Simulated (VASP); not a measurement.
# Pt (Fm-3m) in VASP: notebook, part 2 of 2

VASP 6.6.1. Earlier steps stand in the parts before.

## (3) Relaxation of cell and atoms, PBEsol

Contents of INCAR:

```
SYSTEM = Pt
ALGO = Normal ; EDIFF = 1E-7
EDIFFG = -0.02 ; ENCUT = 500
GGA = PS ; GGA_COMPAT = .FALSE.
IBRION = 2 ; ISIF = 3
ISMEAR = -1 ; LASPH = .TRUE.
LCHARG = .FALSE. ; LREAL = .FALSE.
LWAVE = .FALSE. ; NELM = 120
NELMIN = 4 ; NSW = 80
PREC = Accurate ; SIGMA = 0.1
```

Contents of KPOINTS:

```
k-points
0
G
  10 10 10
  0 0 0
```

Contents of POSCAR:

```
Pt
1.0
    0.0000000000      1.9600000000      1.9600000000
    1.9600000000      0.0000000000      1.9600000000
    1.9600000000      1.9600000000      0.0000000000
Pt
1
Direct
    0.0000000000      0.0000000000      0.0000000000
```

Potentials or basis: VASP PAW PBE potentials, release 64 (Pt).

On the command line:

```console
> cat potpaw_PBE.64/Pt/POTCAR > POTCAR
> mpirun -np 1 vasp_std > vasp.out
```

Wall time 4.2 s (1 thread of Intel Xeon Platinum 8375C at 2.90GHz (Ice Lake), shared host); peak memory 0.13 GiB.

Results (log left out):

```yaml
Free_energy: -6.9744 eV
Pressure_after_relaxing: -0.2 GPa
Band_gap_on_the_k_mesh: zero (bands 5 and 6 overlap by 2.21 eV)
```

Final structure:
```yaml
crystal:
  lattice:
    - [0.00000, 1.96000, 1.96000]
    - [1.96000, 0.00000, 1.96000]
    - [1.96000, 1.96000, 0.00000]
  atoms:
    - { symbol: Pt, position: [0.00000, 0.00000, 0.00000] }
```

Levels at points of the mesh, in eV from the Fermi level:
```tsv
k point	band 3	band 4	band 5	band 6	band 7	band 8
(0.00, 0.00, 0.00)	-3.84	-3.84	-1.65	-1.65	14.60	19.56
(0.50, 0.00, 0.00)	-3.90	-0.58	0.02	0.02	5.79	14.15
(0.50, 0.50, 0.00)	-0.01	0.47	0.47	1.68	8.82	11.31
```

Caveat: the relaxation stopped at its first step, so nothing moved; the PAW data sets were made with another functional, which shifts forces and pressure a little; spin-orbit coupling is left out, which moves the levels of the heavy elements.

## (4) Relaxation of cell and atoms, PBEsol, target pressure 10 GPa, at which the enthalpy is minimised

Contents of INCAR:

```
SYSTEM = Pt
  PREC = Accurate
  ENCUT = 500
  EDIFF = 1E-7
  ISMEAR = -1
  SIGMA = 0.1
  LREAL = .FALSE.
  LASPH = .TRUE.
  NELM = 120
  ALGO = Normal
  ISIF = 3
  LWAVE = .FALSE.
  LCHARG = .FALSE.
  GGA = PS
  IBRION = 2
  NSW = 80
  EDIFFG = -0.02
  PSTRESS = 100.0
  GGA_COMPAT = .FALSE.
  NELMIN = 4
```

Contents of KPOINTS:

```
Automatic mesh
0
G
  10 10 10
  0 0 0
```

POSCAR is that of step 3.

Potentials or basis: VASP PAW PBE potentials, release 64 (Pt).

On the command line:

```console
> cat potpaw_PBE.64/Pt/POTCAR > POTCAR
> mpirun -np 1 vasp_std > vasp.out
```

OUTCAR:

```text
SYSTEM = Pt
   PREC = Accurate
   ENCUT = 500
   EDIFF = 1E-7
   ISMEAR = -1
   LREAL = .FALSE.
   LASPH = .TRUE.
   NELM = 120
   ISIF = 3
   GGA = PS
   IBRION = 2
   NSW = 80
   EDIFFG = -0.02
   PSTRESS = 100.0
   NELMIN = 4

 ion  position               nearest neighbor table
   1  0.000  0.000  0.000-

  LATTYP: Found a face centered cubic cell.
 ALAT       =     3.9200000000

  Lattice vectors:

 A1 = (   0.0000000000,   1.9600000000,   1.9600000000)
 A2 = (   1.9600000000,   0.0000000000,   1.9600000000)
 A3 = (   1.9600000000,   1.9600000000,   0.0000000000)

Analysis of symmetry for initial positions (statically):
=====================================================================
 Subroutine PRICEL returns:
[... 295 lines left out ...]
 cond. band min:      11.7905118617   @ k =   0.5000   0.5000   0.0000
 fundamental gap:      0.0760052110
 Fermi energy:        11.7896834963

 k-point     1 :       0.0000    0.0000    0.0000
  band No.  band energies     occupation
      1       1.0768      2.00000
      2       7.7459      2.00000
      3       7.7459      2.00000
      4       7.7459      2.00000
      5      10.0465      2.00000
      6      10.0465      2.00000
      7      26.2860      0.00000
      8      31.4341      0.00000
      9      31.4341      0.00000
[... 265 lines left out ...]
 k-point    24 :       0.4000    0.3000    0.0000
  band No.  band energies     occupation
      1       4.7722      2.00000
      2       5.4285      2.00000
      3       8.9579      2.00000
      4      10.3716      2.00000
      5      11.7145      1.35913
      6      11.9608      0.30614
      7      23.9434      0.00000
      8      26.2717      0.00000
      9      26.8669      0.00000

 [... further k-points ...]

------------------------ aborting loop because EDIFF is reached ----------------------------------------

  FORCE on cell =-STRESS in cart. coord.  units (eV):
  Direction    XX          YY          ZZ          XY          YZ          ZX
  --------------------------------------------------------------------------------------
  -------------------------------------------------------------------------------------
  Total        0.9016718      0.9016718      0.9016718      0.0000000      0.0000000     -0.0000000
  in kB       99.0979690     99.0979690     99.0979690      0.0000000      0.0000000     -0.0000000
  external PRESSURE =      -0.9020310 kB  Pullay stress =     100.0000000 kB
[... 20 lines left out ...]
  energy  without entropy=       -6.9071143580  energy(sigma->0) =       -6.93374368

  enthalpy is  TOTEN    =        -6.0504937670 eV   P V=        0.9098792384

 reached required accuracy - stopping structural energy minimisation
```

Wall time 12 s (1 thread of Intel Xeon Platinum 8375C at 2.90GHz (Ice Lake), shared host); peak memory 0.13 GiB.

What came out:

```yaml
Free_energy: -6.9604 eV
Relaxed_volume: 14.58 Å³/atom
Relaxed_cell: a = 2.742 Å, b = 2.742 Å, c = 2.742 Å, α = 60.00°, β = 60.00°, γ = 60.00°
Space_group_after_relaxing_to_0.1_Å: Fm-3m (No. 225)
Energy_change_on_relaxing_the_run_minimises_the_enthalpy: +14.0 meV/atom
Ionic_steps: 4
Pressure_after_relaxing: 9.9 GPa
Band_gap_on_the_k_mesh: zero (bands 5 and 6 overlap by 2.34 eV)
```

The path:
```
step  energy change (eV)  largest force (eV/Å)  pressure (GPa)  volume (Å³)
   1              0.0000                0.0000           -0.21        15.06
   2              0.3166                0.0000           59.34        13.06
   3              0.0129                0.0000            9.49        14.60
   4              0.0140                0.0000            9.91        14.58
```

Final structure:
```yaml
crystal:
  lattice:
    - [0.00000, 1.93890, 1.93890]
    - [1.93890, 0.00000, 1.93890]
    - [1.93890, 1.93890, 0.00000]
  atoms:
    - { symbol: Pt, position: [0.00000, 0.00000, 0.00000] }
```

Levels at points of the mesh, in eV from the Fermi level:
| k point | band 2 | band 3 | band 4 | band 5 | band 6 | band 7 | band 8 | band 9 |
| --- | --- | --- | --- | --- | --- | --- | --- | --- |
| (0.00, 0.00, 0.00) | -4.04 | -4.04 | -4.04 | -1.74 | -1.74 | 14.50 | 19.64 | 19.64 |
| (0.50, 0.00, 0.00) | -4.11 | -4.11 | -0.72 | 0.03 | 0.03 | 6.05 | 14.06 | 19.15 |
| (0.50, 0.50, 0.00) | -7.04 | 0.00 | 0.51 | 0.51 | 1.62 | 9.18 | 11.41 | 11.41 |

Caveat: the cell is relaxed towards a set pressure, so the run minimises the enthalpy, not the energy; the PAW data sets were made with another functional, which shifts forces and pressure a little; spin-orbit coupling is left out, which moves the levels of the heavy elements.

## (5) The runs side by side

| task | cell | gap on the mesh (eV) | pressure (GPa) |
| --- | --- | --- | --- |
| single point | as given | none | -0.4 |
| relaxation of cell and atoms | relaxed | none | -0.2 |
| relaxation of cell and atoms | relaxed to 10 GPa | none | 9.9 |

Alike in all rows: level PBEsol; potentials or basis VASP PAW PBE potentials, release 64 (Pt); no spin polarisation; k mesh 10 × 10 × 10; cutoff (eV) 500; smearing fermi-dirac 0.1 eV.

Caveats: the PAW data sets were made with another functional, which shifts forces and pressure a little; spin-orbit coupling is left out, which moves the levels of the heavy elements; the relaxation stopped at its first step, so nothing moved (at least some runs); the cell is relaxed towards a set pressure, so the run minimises the enthalpy, not the energy (at least some runs).

Absolute energies hang on the potentials; compare differences alone.
